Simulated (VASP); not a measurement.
# BAs (I-4m2) in VASP: a series of runs

The runs below take BAs through single point, with PBE+D3(BJ), PBE.

All numbers are computed with VASP 6.6.1; they aren't measurements. Logs are shortened: lines on timing, memory, paths and dates and some standing lists are left out, and cuts for length are marked.

**1. The cell of the first run**

The structure is tetragonal, space group I-4m2 (No. 119). The conventional cell has a = 3.590 Å, b = 3.590 Å, c = 4.315 Å, α = 90.00°, β = 90.00°, γ = 90.00°. Within 2.8 Å of B (site symmetry -4m2) lie 4 As at 2.09 Å. Within 2.8 Å of As (site symmetry -4m2) lie 4 B at 2.09 Å.

**2. Single point, PBE+D3(BJ)**

INCAR

```
SYSTEM = BAs
PREC     = Accurate       ! precision mode
ENCUT    = 520            ! plane-wave cutoff, eV
EDIFF    = 1E-6           ! SCF threshold, eV
ISMEAR   = 0              ! smearing method
SIGMA    = 0.05           ! smearing width, eV
LREAL    = .FALSE.        ! projectors in reciprocal space
LASPH    = .TRUE.         ! aspherical terms in the spheres
NELM     = 100            ! most SCF steps
ALGO     = Normal         ! electronic algorithm
ISIF     = 2              ! what is computed and relaxed
LWAVE    = .FALSE.        ! write WAVECAR
LCHARG   = .FALSE.        ! write CHGCAR
GGA      = PE             ! functional
IVDW     = 12             ! dispersion correction
NBANDS   = 11             ! bands
```

KPOINTS

```
regular mesh
0
G
  12 12 12
  0 0 0
```

POSCAR

```
BAs
1.0
    0.0000000000      2.5382579788      2.1575192820
    2.5382579788      0.0000000000      2.1575192820
    2.5382579788      2.5382579788      0.0000000000
B As
1 1
Direct
    0.0000000000      0.0000000000      0.0000000000
    0.7500000000      0.7500000000      0.7500000000
```

Potentials or basis: VASP PAW PBE potentials, release 64 (B, As).

Run with:

```sh
$ cat potpaw_PBE.64/B/POTCAR potpaw_PBE.64/As/POTCAR > POTCAR
$ mpirun -np 1 vasp_std > vasp.out
```

OUTCAR:

```text
SYSTEM = BAs
   PREC = Accurate
   ENCUT = 520
   EDIFF = 1E-6
   ISMEAR = 0
   LREAL = .FALSE.
   LASPH = .TRUE.
   NELM = 100
   ISIF = 2
   GGA = PE
   IVDW = 12
 IVDW          = 12

 ion  position               nearest neighbor table
   1  0.000  0.000  0.000-   2 2.09   2 2.09   2 2.09   2 2.09
   2  0.750  0.750  0.750-   1 2.09   1 2.09   1 2.09   1 2.09

  LATTYP: Found a body centered tetragonal cell.
 ALAT       =     3.5896388584
 C/A-ratio  =     1.2020815280

  Lattice vectors:

 A1 = (   0.0000000000,  -2.5382579788,  -2.1575192820)
 A2 = (   0.0000000000,   2.5382579788,  -2.1575192820)
 A3 = (   2.5382579788,   0.0000000000,   2.1575192820)

Analysis of symmetry for initial positions (statically):
=====================================================================
 Subroutine PRICEL returns:
 Original cell was already a primitive cell.

 Routine SETGRP: Setting up the symmetry group for a
 body centered tetragonal supercell.

 Subroutine GETGRP returns: Found  8 space group operations
 (whereof  8 operations were pure point group operations)
 out of a pool of 16 trial point group operations.

The static configuration has the point symmetry D_2d.

Analysis of symmetry for dynamics (positions and initial velocities):
=====================================================================
 Subroutine PRICEL returns:
 Original cell was already a primitive cell.

 Routine SETGRP: Setting up the symmetry group for a
 body centered tetragonal supercell.

 Subroutine GETGRP returns: Found  8 space group operations
 (whereof  8 operations were pure point group operations)
 out of a pool of 16 trial point group operations.

The dynamic configuration has the point symmetry D_2d.

 Subroutine INISYM returns: Found  8 space group operations
 (whereof  8 operations are pure point group operations),
 and found     1 'primitive' translations

----------------------------------------------------------------------------------------

                                     Primitive cell

  volume of cell :      27.8007

  direct lattice vectors                    reciprocal lattice vectors
     0.000000000  2.538257979  2.157519282    -0.196985493  0.196985493  0.231747639
     2.538257979  0.000000000  2.157519282     0.196985493 -0.196985493  0.231747639
     2.538257979  2.538257979  0.000000000     0.196985493  0.196985493 -0.231747639

  length of vectors
     3.331312507  3.331312507  3.589638858     0.362372098  0.362372098  0.362372098

  position of ions in fractional coordinates (direct lattice)
     0.000000000  0.000000000  0.000000000
     0.750000000  0.750000000  0.750000000

  ion indices of the primitive-cell ions
   primitive index   ion index
                 1           1
                 2           2

----------------------------------------------------------------------------------------

 KPOINTS: regular mesh

Automatic generation of k-mesh.
 Grid dimensions read from file:
 generate k-points for:   12   12   12

 Generating k-lattice:

  Cartesian coordinates                     Fractional coordinates (reciprocal lattice)
    -0.016415458  0.016415458  0.019312303     0.083333333  0.000000000  0.000000000
     0.016415458 -0.016415458  0.019312303     0.000000000  0.083333333  0.000000000
     0.016415458  0.016415458 -0.019312303     0.000000000  0.000000000  0.083333333

  Length of vectors
     0.030197675  0.030197675  0.030197675

  Shift w.r.t. Gamma in fractional coordinates (k-lattice)
     0.000000000  0.000000000  0.000000000

 Subroutine IBZKPT returns following result:
 ===========================================

 Found    163 irreducible k-points:

 Following reciprocal coordinates:
            Coordinates               Weight
  0.000000  0.000000  0.000000      1.000000
  0.083333 -0.000000  0.000000      8.000000
  0.166667  0.000000  0.000000      8.000000
  0.250000 -0.000000  0.000000      8.000000
  0.333333 -0.000000  0.000000      8.000000
  0.416667 -0.000000  0.000000      8.000000
[... 16 lines left out ...]
  0.500000  0.166667  0.000000      8.000000
 -0.416667  0.166667  0.000000      8.000000
 [... further k-points ...]
   k-points           NKPTS =    163   k-points in BZ     NKDIM =    163   number of bands    NBANDS=     11
   number of dos      NEDOS =    301   number of ions     NIONS =      2
   total plane-waves  NPLWV =  21952
   dimension x,y,z NGX =    28 NGY =   28 NGZ =   28
   dimension x,y,z NGXF=    56 NGYF=   56 NGZF=   56
   ions per type =               1   1
   NGX,Y,Z   is equivalent  to a cutoff of  13.97, 13.97, 12.97 a.u.
   NGXF,Y,Z  is equivalent  to a cutoff of  27.95, 27.95, 25.94 a.u.
 SYSTEM =  BAs
   PREC   = accura    normal or accurate (medium, high low for compatibility)
   ISTART =      0    job   : 0-new  1-cont  2-samecut
   ICHARG =      2    charge: 1-file 2-atom 10-const
   ISPIN  =      1    spin polarized calculation?
   LNONCOLLINEAR =      F non collinear calculations
   LSORBIT =      F    spin-orbit coupling
   LASPH  =      T    aspherical Exc in radial PAW
   ENCUT  =  520.0 eV  38.22 Ry    6.18 a.u.   6.19  6.19  6.67*2*pi/ulx,y,z
   NELM   =    100;   NELMIN=  2; NELMDL= -5     # of ELM steps
   EDIFF  = 0.1E-05   stopping-criterion for ELM
   LREAL  =      F    real-space projection
   EDIFFG = 0.1E-04   stopping-criterion for IOM
   NSW    =      0    number of steps for IOM
   IBRION =     -1    ionic relax: 0-MD 1-quasi-New 2-CG
   NFREE  =      0    steps in history (QN), initial steepest desc. (CG)
   ISIF   =      2    stress and relaxation
   ISYM   =      2    0-nonsym 1-usesym 2-fastsym
   POTIM  = 0.5000    time-step for ionic-motion
   TEBEG  =    0.0;   TEEND  =   0.0 temperature during run
   PSTRESS=    0.0 pullay stress
   NELECT =       8.0000    total number of electrons
   NUPDOWN=      -1.0000    fix difference up-down
   EMIN   =  10.00;   EMAX   =-10.00  energy-range for DOS
   EFERMI =   0.00;   METHOD = LEGACY
   ISMEAR =     0;   SIGMA  =   0.05  broadening in eV -4-tet -1-fermi 0-gaus
   EFERMI_NEDOS =   21; number of points for ismear=-14 and -15
   IALGO  =     38    algorithm
   IMIX   =      4    mixing-type and parameters
     AMIX     =   0.40;   BMIX     =  1.00
     AMIX_MAG =   1.60;   BMIX_MAG =  1.00
  volume/ion in A,a.u.               =      13.90        93.80
  Fermi-wavevector in a.u.,A,eV,Ry     =   1.080818  2.042451 15.893898  1.168169
  Thomas-Fermi vector in A             =   2.216819
   LORBIT       =      0    0 simple, 1 ext, 2 COOP (PROOUT), +10 PAW based schemes
   GGA     = PE    functional components
   LHFCALC =     F    Hartree Fock is set to
   AEXX    =    0.0000 exact exchange contribution
   IVDW    =    12    specifies the selected vdW correction
   LEPSILON=     F    determine dielectric tensor
   LRPA    =     F    only Hartree local field effects (RPA)
 non-spin polarized calculation
 Gauss-broadening in eV      SIGMA  =   0.05
  energy-cutoff  :      520.00
  volume of cell :       27.80
 maximum number of plane-waves:       764
 NGX is ok and might be reduce to    28

 number of electron       8.0000000 magnetization

 Free energy of the ion-electron system (eV)
  ---------------------------------------------------
  ext. energy  EPLUGINS =         0.00000000
  ---------------------------------------------------
  free energy    TOTEN  =       -11.15871885 eV

  energy without entropy =      -11.15842372  energy(sigma->0) =      -11.15857128

 E-fermi :   6.1419     XC(G=0): -10.5349

 val. band max:        6.1189268660   @ k =   0.4167   0.3333   0.0000
 cond. band min:       6.1832259441   @ k =   0.5000   0.4167   0.0000
 fundamental gap:      0.0642990782
 Fermi energy:         6.1418720164

 k-point     1 :       0.0000    0.0000    0.0000
  band No.  band energies     occupation
      1      -9.2841      2.00000
      2       5.4834      2.00000
      3       5.4834      2.00000
      4       6.7911      0.00000
      5       8.6315      0.00000
      6       9.6967      0.00000
      7       9.6967      0.00000
      8      10.1153      0.00000
      9      15.5308      0.00000
     10      16.7370      0.00000
     11      18.7280      0.00000

 k-point     2 :       0.0833   -0.0000    0.0000
  band No.  band energies     occupation
      1      -9.1704      2.00000
      2       4.7364      2.00000
      3       5.2487      2.00000
      4       6.3505      0.00000
      5       8.7008      0.00000
      6       9.8189      0.00000
      7       9.9156      0.00000
      8      10.9178      0.00000
      9      15.9732      0.00000
     10      16.3452      0.00000
     11      17.7410      0.00000

 k-point     3 :       0.1667    0.0000    0.0000
  band No.  band energies     occupation
      1      -8.8333      2.00000
      2       3.0015      2.00000
      3       4.7261      2.00000
      4       5.8485      2.00000
      5       8.5921      0.00000
      6      10.2121      0.00000
      7      10.2840      0.00000
      8      12.4080      0.00000
      9      16.1736      0.00000
     10      16.4029      0.00000
     11      17.7715      0.00000
[... 267 lines left out ...]
 k-point    23 :       0.5000    0.1667    0.0000
  band No.  band energies     occupation
      1      -6.1068      2.00000
      2      -2.2118      2.00000
      3       2.5467      2.00000
      4       3.1874      2.00000
      5       7.9051      0.00000
      6      11.7116      0.00000
      7      11.7541      0.00000
      8      13.0406      0.00000
      9      18.3724      0.00000
     10      20.8387      0.00000
     11      21.0605      0.00000

 k-point    24 :      -0.4167    0.1667    0.0000
  band No.  band energies     occupation
      1      -6.1963      2.00000
      2      -2.1193      2.00000
      3       2.7391      2.00000
      4       2.9521      2.00000
      5       7.9679      0.00000
      6      11.5528      0.00000
      7      11.9801      0.00000
      8      14.0943      0.00000
      9      17.3788      0.00000
     10      19.1404      0.00000
     11      20.8403      0.00000

 [... further k-points ...]

------------------------ aborting loop because EDIFF is reached ----------------------------------------

 Edisp (eV)   -0.64684

 E8    (eV) :    -0.2572

  FORCE on cell =-STRESS in cart. coord.  units (eV):
  Direction    XX          YY          ZZ          XY          YZ          ZX
  --------------------------------------------------------------------------------------
  -------------------------------------------------------------------------------------
  Total      -1.99053    -1.99053     2.12616     0.00000     0.00000     0.00000
  in kB    -114.71581  -114.71581   122.53244     0.00000     0.00000     0.00000
  external pressure =      -35.63 kB  Pullay stress =        0.00 kB

 VOLUME and BASIS-vectors are now :
 -----------------------------------------------------------------------------
  energy-cutoff  :      520.00
  volume of cell :       27.80
      direct lattice vectors                 reciprocal lattice vectors
     0.000000000  2.538257979  2.157519282    -0.196985493  0.196985493  0.231747639
     2.538257979  0.000000000  2.157519282     0.196985493 -0.196985493  0.231747639
     2.538257979  2.538257979  0.000000000     0.196985493  0.196985493 -0.231747639

 POSITION                                       TOTAL-FORCE (eV/Angst)
 -----------------------------------------------------------------------------------
      0.00000      0.00000      0.00000        -0.000000     -0.000000      0.000000
      3.80739      3.80739      3.23628         0.000000      0.000000     -0.000000
 -----------------------------------------------------------------------------------
    total drift:                               -0.000000     -0.000000      0.000000

  FREE ENERGIE OF THE ION-ELECTRON SYSTEM (eV)
  ---------------------------------------------------
  free  energy   TOTEN  =       -11.8055569608 eV

  energy  without entropy=      -11.8052618319  energy(sigma->0) =      -11.80540940
```

Wall time 48 s (1 thread of AMD EPYC 7R13 (Zen 3), shared host); peak memory 0.17 GiB.

Results:

| Property | Result |
| --- | --- |
| Free energy | -11.8056 eV |
| Pressure | -3.6 GPa |
| Band gap on the k mesh | zero (band 4 reaches 6.79 eV, above the bottom of band 5 at 5.80 eV) |
| Dispersion energy per atom | -0.323 eV |

Caveat: three body term missing; pairwise dispersion overbinds metals, which lowers pressure and volume.

**3. Single point, PBE**

This run uses another cell than the first one, of the same volume but with other edges.

INCAR

```
SYSTEM = BAs
ALGO     = Normal         ! electronic algorithm
EDIFF    = 1E-6           ! SCF threshold, eV
ENCUT    = 520            ! plane-wave cutoff, eV
GGA      = PE             ! functional
ISIF     = 2              ! what is computed and relaxed
ISMEAR   = 0              ! smearing method
LASPH    = .True.         ! aspherical terms in the spheres
LCHARG   = .False.        ! write CHGCAR
LREAL    = .False.        ! projectors in reciprocal space
LWAVE    = .False.        ! write WAVECAR
NBANDS   = 11             ! bands
NELM     = 80             ! most SCF steps
PREC     = Accurate       ! precision mode
SIGMA    = 0.05           ! smearing width, eV
```

KPOINTS

```
k-points
0
Gamma
  12 12 12
  0 0 0
```

POSCAR

```
BAs
1.0
    0.0000000000      2.6989961434      1.9081902734
    2.6989961434      0.0000000000      1.9081902734
    2.6989961434      2.6989961434      0.0000000000
B As
1 1
Direct
    0.0000000000      0.0000000000      0.0000000000
    0.7500000000      0.7500000000      0.7500000000
```

Potentials or basis: VASP PAW PBE potentials, release 64 (B, As).

Run with:

```sh
$ cat potpaw_PBE.64/B/POTCAR potpaw_PBE.64/As/POTCAR > POTCAR
$ mpirun -np 1 vasp_std > vasp.out
```

Run time: 18 s. Hardware: 1 thread of Intel Xeon 6975P-C (Granite Rapids), shared host; peak memory 0.19 GiB.

It converged, with:

```
Free energy            : -10.5577 eV
Pressure               : -2.7 GPa
Band gap on the k mesh : zero (band 4 reaches 7.62 eV, above the bottom of band 5 at 4.56 eV)
```

Stress tensor (GPa, compression positive):
```
-13.03   0.00   0.00
  0.00 -13.03   0.00
  0.00   0.00  18.04
```

Levels at points of the mesh, in eV from the Fermi level:
```
           k point  band 1  band 2  band 3  band 4  band 5  band 6  band 7  band 8
(0.00, 0.00, 0.00)  -15.00   -0.69   -0.69    1.80    2.72    3.59    4.94    4.94
(0.50, 0.00, 0.00)  -11.97   -8.29   -2.99   -0.55    0.57    3.63    6.66   10.08
(0.50, 0.50, 0.00)   -9.49   -6.17   -5.52   -5.52   -0.41   -0.29   11.18   11.18
(0.50, 0.00, 0.50)  -11.69   -9.01   -2.32   -1.97    3.40    3.61    7.53    8.85
```

**4. Single point, PBE**

This run uses another cell than the first one, of the same volume but with other edges.

INCAR

```
PREC = Accurate
ENCUT = 520
EDIFF = 1E-6
ISMEAR = 0
SIGMA = 0.05
LREAL = False
LASPH = True
NELM = 80
ALGO = Normal
ISIF = 2
LWAVE = False
LCHARG = False
GGA = PE
NBANDS = 11
```

KPOINTS

```
Automatic mesh
0
Gamma
  12 12 12
```

POSCAR

```
BAs
1.0
    0.0000000000      2.1421946587      3.0290632474
    2.1421946587      0.0000000000      3.0290632474
    2.1421946587      2.1421946587      0.0000000000
B As
1 1
Direct
    0.0000000000      0.0000000000      0.0000000000
    0.7500000000      0.7500000000      0.7500000000
```

Potentials or basis: VASP PAW PBE potentials, release 64 (B, As).

Run with:

```sh
$ cat potpaw_PBE.64/B/POTCAR potpaw_PBE.64/As/POTCAR > POTCAR
$ mpirun -np 1 vasp_std > vasp.out
```

OUTCAR:

```text
PREC = Accurate
   ENCUT = 520
   EDIFF = 1E-6
   ISMEAR = 0
   LREAL = False
   LASPH = True
   NELM = 80
   ISIF = 2
   GGA = PE

 ion  position               nearest neighbor table
   1  0.000  0.000  0.000-   2 2.14   2 2.14   2 2.14   2 2.14
   2  0.750  0.750  0.750-   1 2.14   1 2.14   1 2.14   1 2.14

  LATTYP: Found a body centered tetragonal cell.
 ALAT       =     3.0295207396
 C/A-ratio  =     1.9996979772

  Lattice vectors:

 A1 = (  -2.1421946587,   0.0000000000,   3.0290632474)
[... 521 lines left out ...]

------------------------ aborting loop because EDIFF is reached ----------------------------------------

  FORCE on cell =-STRESS in cart. coord.  units (eV):
  Direction    XX          YY          ZZ          XY          YZ          ZX
  --------------------------------------------------------------------------------------
  -------------------------------------------------------------------------------------
  Total        4.4784449      4.4784449     -7.8185492      0.0000000      0.0000000      0.0000000
  in kB      258.0962027    258.0962027   -450.5889675      0.0000000      0.0000000      0.0000000
  external PRESSURE =      21.8678127 kB  Pullay stress =       0.0000000 kB

 VOLUME and BASIS-vectors are now :
 -----------------------------------------------------------------------------
  energy-cutoff  :      520.00
  volume of cell :       27.80
      direct lattice vectors                 reciprocal lattice vectors
     0.000000000  2.142194659  3.029063247    -0.233405493  0.233405493  0.165067534
     2.142194659  0.000000000  3.029063247     0.233405493 -0.233405493  0.165067534
     2.142194659  2.142194659  0.000000000     0.233405493  0.233405493 -0.165067534

 POSITION                                       TOTAL-FORCE (eV/Angst)
 -----------------------------------------------------------------------------------
      0.00000      0.00000      0.00000        -0.000000     -0.000000     -0.000000
      3.21329      3.21329      4.54359         0.000000      0.000000      0.000000
 -----------------------------------------------------------------------------------
    total drift:                                0.000000      0.000000     -0.000000

  FREE ENERGIE OF THE ION-ELECTRON SYSTEM (eV)
  ---------------------------------------------------
  free  energy   TOTEN  =        -9.7485851692 eV

  energy  without entropy=       -9.7468995936  energy(sigma->0) =       -9.74774238
```

stdout:

```text
POSCAR found type information on POSCAR B As
 POSCAR found :  2 types and       2 ions
 scaLAPACK will be used
 LDA part: xc-table for (Slater+PW92), standard interpolation
 POSCAR, INCAR and KPOINTS ok, starting setup
 FFT: planning ... GRIDC
 FFT: planning ... GRID_SOFT
 FFT: planning ... GRID
 WAVECAR not read
 entering main loop
```

Run time: 15 s. Hardware: 1 thread of Intel Xeon 6975P-C (Granite Rapids), shared host; peak memory 0.19 GiB.

Results:

```
Free energy            : -9.7486 eV
Pressure               : 2.2 GPa
Band gap on the k mesh : zero (band 4 reaches 7.58 eV, above the bottom of band 5 at 6.02 eV)
```

Stress tensor (GPa, compression positive):
```
 25.81   0.00   0.00
  0.00  25.81   0.00
  0.00   0.00 -45.06
```

Levels at points of the mesh, in eV from the Fermi level:
| k point | band 2 | band 3 | band 4 | band 5 | band 6 | band 7 |
| --- | --- | --- | --- | --- | --- | --- |
| (0.00, 0.00, 0.00) | -3.51 | 1.05 | 1.05 | 1.08 | 2.75 | 2.75 |
| (0.50, 0.00, 0.00) | -9.02 | -4.33 | -0.97 | 0.33 | 5.66 | 6.52 |
| (0.50, 0.50, 0.00) | -10.37 | -1.90 | -1.90 | 3.75 | 4.16 | 8.93 |
| (0.50, 0.00, 0.50) | -7.85 | -5.37 | -4.66 | -0.22 | 0.04 | 6.38 |

**5. Overview**

| level | cell | gap on the mesh (eV) | pressure (GPa) |
| --- | --- | --- | --- |
| PBE+D3(BJ) | a = 3.331, b = 3.331, c = 3.590 Å, angles 57.4, 57.4, 65.2°, 2 atoms | none | -3.6 |
| PBE | a = 3.305, b = 3.305, c = 3.817 Å, angles 54.7, 54.7, 70.5°, 2 atoms | none | -2.7 |
| PBE | a = 3.710, b = 3.710, c = 3.030 Å, angles 65.9, 65.9, 48.2°, 2 atoms | none | 2.2 |

Alike in all rows: task single point; potentials or basis VASP PAW PBE potentials, release 64 (B, As); no spin polarisation; k mesh 12 × 12 × 12; cutoff (eV) 520; smearing gaussian 0.05 eV.

Caveats: three body term missing (some runs); pairwise dispersion overbinds metals, which lowers pressure and volume (some runs).

Total energies depend on the potentials used, so only differences within one code and one set of settings carry meaning.
